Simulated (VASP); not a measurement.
# Co in VASP: single point with PBEsol

Aim: the single point of Co with PBEsol.

Program: VASP 6.6.1. These are calculated values, not measurements. Logs are shortened: lines on timing, memory, paths and dates and some standing lists are left out, and cuts for length are marked.

### Step 1. The cell of the first run

The cell holds a molecule in a box, 1 atom: a = 15.000 Å, b = 15.500 Å, c = 16.000 Å, α = 90.00°, β = 90.00°, γ = 90.00°.

### Step 2. Single point, PBEsol, collinear spin, ferromagnetic start

The input, INCAR:

```
SYSTEM = Co
PREC = Accurate
ENCUT = 520
EDIFF = 1E-6
ISMEAR = 0
SIGMA = 0.005
LREAL = .FALSE.
LASPH = .TRUE.
NELM = 150
ALGO = Normal
ISIF = 2
LWAVE = .FALSE.
LCHARG = .TRUE.
ISPIN = 2
MAGMOM = 3
LORBIT = 11
LMAXMIX = 4
GGA = PS
LELF = .TRUE.
LVHAR = .TRUE.
ISYM = 0
NBANDS = 14
```

The input, KPOINTS:

```
regular mesh
0
G
  1 1 1
  0 0 0
```

The input, POSCAR:

```
Co
1.0
   15.0000000000      0.0000000000      0.0000000000
    0.0000000000     15.5000000000      0.0000000000
    0.0000000000      0.0000000000     16.0000000000
Co
1
Direct
    0.5000000000      0.5000000000      0.5000000000
```

Potentials or basis: VASP PAW PBE potentials, release 64 (Co).

Run with:

```console
$ cat potpaw_PBE.64/Co/POTCAR > POTCAR
$ mpirun -np 1 vasp_gam > vasp.out
```

OUTCAR:

```text
SYSTEM = Co
   PREC = Accurate
   ENCUT = 520
   EDIFF = 1E-6
   ISMEAR = 0
   LREAL = .FALSE.
   LASPH = .TRUE.
   NELM = 150
   ISIF = 2
   ISPIN = 2
   LORBIT = 11
   GGA = PS
   ISYM = 0

 ion  position               nearest neighbor table
   1  0.500  0.500  0.500-

IMPORTANT INFORMATION: All symmetrisations will be switched off!
NOSYMM: (Re-)initialisation of all symmetry stuff for point group C_1.

----------------------------------------------------------------------------------------

                                     Primitive cell

  volume of cell :    3720.0000

  direct lattice vectors                    reciprocal lattice vectors
    15.000000000  0.000000000  0.000000000     0.066666667  0.000000000  0.000000000
     0.000000000 15.500000000  0.000000000     0.000000000  0.064516129  0.000000000
     0.000000000  0.000000000 16.000000000     0.000000000  0.000000000  0.062500000

  length of vectors
    15.000000000 15.500000000 16.000000000     0.066666667  0.064516129  0.062500000

  position of ions in fractional coordinates (direct lattice)
     0.500000000  0.500000000  0.500000000

  ion indices of the primitive-cell ions
   primitive index   ion index
                 1           1

----------------------------------------------------------------------------------------

 KPOINTS: regular mesh

Automatic generation of k-mesh.
 Grid dimensions read from file:
 generate k-points for:    1    1    1

 Generating k-lattice:

  Cartesian coordinates                     Fractional coordinates (reciprocal lattice)
     0.066666667  0.000000000  0.000000000     1.000000000  0.000000000  0.000000000
     0.000000000  0.064516129  0.000000000     0.000000000  1.000000000  0.000000000
     0.000000000  0.000000000  0.062500000     0.000000000  0.000000000  1.000000000

  Length of vectors
     0.066666667  0.064516129  0.062500000

  Shift w.r.t. Gamma in fractional coordinates (k-lattice)
     0.000000000  0.000000000  0.000000000

 Subroutine IBZKPT returns following result:
 ===========================================

 Found      1 irreducible k-points:

 Following reciprocal coordinates:
            Coordinates               Weight
  0.000000  0.000000  0.000000      1.000000
   k-points           NKPTS =      1   k-points in BZ     NKDIM =      1   number of bands    NBANDS=     14
   number of dos      NEDOS =    301   number of ions     NIONS =      1
   total plane-waves  NPLWV = ******
   dimension x,y,z NGX =   112 NGY =  120 NGZ =  120
   dimension x,y,z NGXF=   224 NGYF=  240 NGZF=  240
   ions per type =               1
   NGX,Y,Z   is equivalent  to a cutoff of  12.41, 12.87, 12.47 a.u.
   NGXF,Y,Z  is equivalent  to a cutoff of  24.83, 25.74, 24.94 a.u.
 SYSTEM =  Co
   PREC   = accura    normal or accurate (medium, high low for compatibility)
   ISTART =      0    job   : 0-new  1-cont  2-samecut
   ICHARG =      2    charge: 1-file 2-atom 10-const
   ISPIN  =      2    spin polarized calculation?
   LNONCOLLINEAR =      F non collinear calculations
   LSORBIT =      F    spin-orbit coupling
   LASPH  =      T    aspherical Exc in radial PAW
   ENCUT  =  520.0 eV  38.22 Ry    6.18 a.u.  27.89 28.82 29.75*2*pi/ulx,y,z
   NELM   =    150;   NELMIN=  2; NELMDL= -5     # of ELM steps
   EDIFF  = 0.1E-05   stopping-criterion for ELM
   LREAL  =      F    real-space projection
   EDIFFG = 0.1E-04   stopping-criterion for IOM
   NSW    =      0    number of steps for IOM
   IBRION =     -1    ionic relax: 0-MD 1-quasi-New 2-CG
   NFREE  =      0    steps in history (QN), initial steepest desc. (CG)
   ISIF   =      2    stress and relaxation
   ISYM   =      0    0-nonsym 1-usesym 2-fastsym
   POTIM  = 0.5000    time-step for ionic-motion
   TEBEG  =    0.0;   TEEND  =   0.0 temperature during run
   PSTRESS=    0.0 pullay stress
   NELECT =       9.0000    total number of electrons
   NUPDOWN=      -1.0000    fix difference up-down
   EMIN   =  10.00;   EMAX   =-10.00  energy-range for DOS
   EFERMI =   0.00;   METHOD = LEGACY
   ISMEAR =     0;   SIGMA  =   0.01  broadening in eV -4-tet -1-fermi 0-gaus
   EFERMI_NEDOS =   21; number of points for ismear=-14 and -15
   IALGO  =     38    algorithm
   IMIX   =      4    mixing-type and parameters
     AMIX     =   0.40;   BMIX     =  1.00
     AMIX_MAG =   1.60;   BMIX_MAG =  1.00
  volume/ion in A,a.u.               =    3720.00     25103.80
  Fermi-wavevector in a.u.,A,eV,Ry     =   0.219773  0.415311  0.657165  0.048300
  Thomas-Fermi vector in A             =   0.999635
   LORBIT       =     11    0 simple, 1 ext, 2 COOP (PROOUT), +10 PAW based schemes
   GGA     = PS    functional components
   LHFCALC =     F    Hartree Fock is set to
   AEXX    =    0.0000 exact exchange contribution
   IVDW    =     0    specifies the selected vdW correction
   LEPSILON=     F    determine dielectric tensor
   LRPA    =     F    only Hartree local field effects (RPA)
 spin polarized calculation
 Gauss-broadening in eV      SIGMA  =   0.01
  energy-cutoff  :      520.00
  volume of cell :     3720.00
 maximum number of plane-waves:     50071
 NGX is ok and might be reduce to   112
   NGX = 55   NGY = 57   NGZ = 59

 number of electron       9.0000000 magnetization       2.9999188

 Free energy of the ion-electron system (eV)
  ---------------------------------------------------
  ext. energy  EPLUGINS =         0.00000000
  ---------------------------------------------------
  free energy    TOTEN  =        -1.93080127 eV

  energy without entropy =       -1.93080127  energy(sigma->0) =       -1.93080127

 E-fermi :  -4.0016     XC(G=0):  -0.2759

 val. band max:       -4.0328794276   @ k =   0.0000   0.0000   0.0000
 cond. band min:      -3.7532796359   @ k =   0.0000   0.0000   0.0000
 fundamental gap:      0.2795997917
 Fermi energy:        -4.0015946927

 spin component 1

 k-point     1 :       0.0000    0.0000    0.0000
  band No.  band energies     occupation
      1      -6.5971      1.00000
      2      -6.5963      1.00000
      3      -5.8498      1.00000
      4      -5.5924      1.00000
      5      -5.5921      1.00000
      6      -4.9663      1.00000
      7      -1.1282      0.00000
      8      -1.1273      0.00000
      9      -0.8914      0.00000
     10      -0.1138      0.00000
     11       0.4999      0.00000
     12       0.5301      0.00000
     13       0.5667      0.00000
     14       0.5928      0.00000
 Fermi energy:        -4.0015946927

 spin component 2

 k-point     1 :       0.0000    0.0000    0.0000
  band No.  band energies     occupation
      1      -4.1694      1.00000
      2      -4.1688      1.00000
      3      -4.0329      1.00000
      4      -3.7533      0.00000
      5      -3.2261      0.00000
      6      -3.2249      0.00000
      7      -0.5411      0.00000
      8      -0.3180      0.00000
      9      -0.3158      0.00000
     10      -0.0310      0.00000
     11       0.5480      0.00000
     12       0.5960      0.00000
     13       0.6518      0.00000
     14       0.6545      0.00000

------------------------ aborting loop because EDIFF is reached ----------------------------------------

  FORCE on cell =-STRESS in cart. coord.  units (eV):
  Direction    XX          YY          ZZ          XY          YZ          ZX
  --------------------------------------------------------------------------------------
  -------------------------------------------------------------------------------------
  Total       -0.0709154     -0.0713075     -0.0718364      0.0032977     -0.0002536      0.0005937
  in kB       -0.0305427     -0.0307116     -0.0309394      0.0014203     -0.0001092      0.0002557
  external PRESSURE =      -0.0307313 kB  Pullay stress =       0.0000000 kB

 VOLUME and BASIS-vectors are now :
 -----------------------------------------------------------------------------
  energy-cutoff  :      520.00
  volume of cell :     3720.00
      direct lattice vectors                 reciprocal lattice vectors
    15.000000000  0.000000000  0.000000000     0.066666667  0.000000000  0.000000000
     0.000000000 15.500000000  0.000000000     0.000000000  0.064516129  0.000000000
     0.000000000  0.000000000 16.000000000     0.000000000  0.000000000  0.062500000

 POSITION                                       TOTAL-FORCE (eV/Angst)
 -----------------------------------------------------------------------------------
      7.50000      7.75000      8.00000        -0.000000     -0.000000      0.000000
 -----------------------------------------------------------------------------------
    total drift:                               -0.000000     -0.000000      0.000000

  FREE ENERGIE OF THE ION-ELECTRON SYSTEM (eV)
  ---------------------------------------------------
  free  energy   TOTEN  =        -1.9308012683 eV

  energy  without entropy=       -1.9308012683  energy(sigma->0) =       -1.93080127

 total charge

# of ion       s       p       d       tot
------------------------------------------
    1        0.437   0.000   7.211   7.648

 magnetization (x)

# of ion       s       p       d       tot
------------------------------------------
    1        0.262  -0.000   2.163   2.425
```

Run time: 20 min. Hardware: 1 thread of AMD EPYC 7R43 (Zen 3), shared host; peak memory 3.4 GiB.

Results:

```yaml
Free_energy: -1.9308 eV
Gap_between_the_frontier_levels: 0.28 eV
Net_moment: 3.00 μB per cell
Site_moments: Co +2.42 μB
Valence_electrons_inside_the_program's_atomic_spheres: Co 7.65
```

Caveat: the PAW data sets were made with another functional, which shifts forces and pressure a little.
